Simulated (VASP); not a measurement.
The system is Ir.

```xyz
2
Lattice="2.6952 0.0000 0.0000 -1.3476 2.3341 0.0000 0.0000 0.0000 4.3712" Properties=species:S:1:pos:R:3 pbc="T T T"
Ir    0.0000    1.5561    1.0928
Ir    1.3476    0.7780    3.2784
```

Base run:

| Quantity | Value |
| --- | --- |
| Program | VASP 6.6.1 |
| Functional | r2SCAN |
| Potentials or basis | VASP PAW PBE potentials, release 64 (Ir) |
| Cutoff | 520 eV |
| k mesh | 11 × 11 × 6 |
| Occupations | fermi-dirac, width 0.05 eV |
| Spin | no spin polarisation |

Its results: band gap on the k mesh zero (band 9 reaches 11.87 eV, above the bottom of band 10 at 8.35 eV); pressure 18.3 GPa.

Problem. After a change of settings the same cell gave: band gap on the k mesh zero (band 17 reaches 14.42 eV, above the bottom of band 18 at 10.90 eV); pressure 13.0 GPa. Which change was it?
A. potentials or basis from VASP PAW PBE potentials, release 64 (Ir) to VASP PAW PBE potentials, release 64 (Ir_sv_GW); cutoff from 520 eV to 550 eV; further incar settings from ALGO = Normal; EDIFF = 1e-07; NBANDS = 16 to ALGO = Normal; EDIFF = 1e-06; NBANDS = 24; valence electrons from 18 to 34
B. functional from r2SCAN to PBE; further incar settings from ALGO = Normal; EDIFF = 1e-07; NBANDS = 16 to ALGO = Normal; EDIFF = 1e-06; NBANDS = 16
C. functional from r2SCAN to PBEsol; further incar settings from ALGO = Normal; EDIFF = 1e-07; NBANDS = 16 to ALGO = Normal; EDIFF = 1e-06; NBANDS = 16

Solution. A.

Caveats: the PAW data sets were made with another functional, which shifts forces and pressure a little; spin-orbit coupling is left out, which moves the levels of the heavy elements.
